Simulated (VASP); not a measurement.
Wanted: the native input for a VASP 6.6.1 run.

```
Task                   : single point
Functional             : PBE
Potentials or basis    : VASP PAW PBE potentials, release 64 (Co, O)
Cutoff                 : 520 eV
k mesh                 : 10 × 10 × 10
Occupations            : fermi-dirac, width 0.05 eV
Spin                   : collinear spin, ferromagnetic start
Starting moments       : [2.0, 0.0] μB
Dipole correction      : no
Further INCAR settings : ALGO = Normal; EDIFF = 1e-06; NBANDS = 18
```

The structure of CoO lies in POSCAR:

```
CoO
1.0
    0.0000000000      2.3119671215      2.3119671215
    2.3119671215      0.0000000000      2.3119671215
    2.3119671215      2.3119671215      0.0000000000
Co O
1 1
Direct
    0.0000000000      0.0000000000      0.0000000000
    0.2500000000      0.2500000000      0.2500000000
```

One way to write it, as run:

INCAR

```
PREC = Accurate
ENCUT = 520
EDIFF = 1E-6
ISMEAR = -1
SIGMA = 0.05
LREAL = False
LASPH = True
NELM = 150
ALGO = Normal
ISIF = 2
LWAVE = False
LCHARG = False
ISPIN = 2
MAGMOM = 2 0
LORBIT = 11
LMAXMIX = 4
GGA = PE
NBANDS = 18
```

KPOINTS

```
regular mesh
0
Gamma
  10 10 10
```

Potentials or basis: VASP PAW PBE potentials, release 64 (Co, O).

Command:

```bash
$ cat potpaw_PBE.64/Co/POTCAR potpaw_PBE.64/O/POTCAR > POTCAR
$ mpirun -np 1 vasp_std > vasp.out
```

Results of the run:

```yaml
Pressure: -8.8 GPa
Net_moment: 2.93 μB per cell
Site_moments: Co +2.51; O +0.32 μB
Valence_electrons_inside_the_program's_atomic_spheres: Co 7.86; O 4.96
```

Caveat: a cell with one magnetic atom can't hold antiferromagnetic order, which such compounds often take.

It took 18 s on 1 thread of Intel(R) Xeon(R) 6975P-C (Granite Rapids) (shared host), peak memory 0.16 GiB.
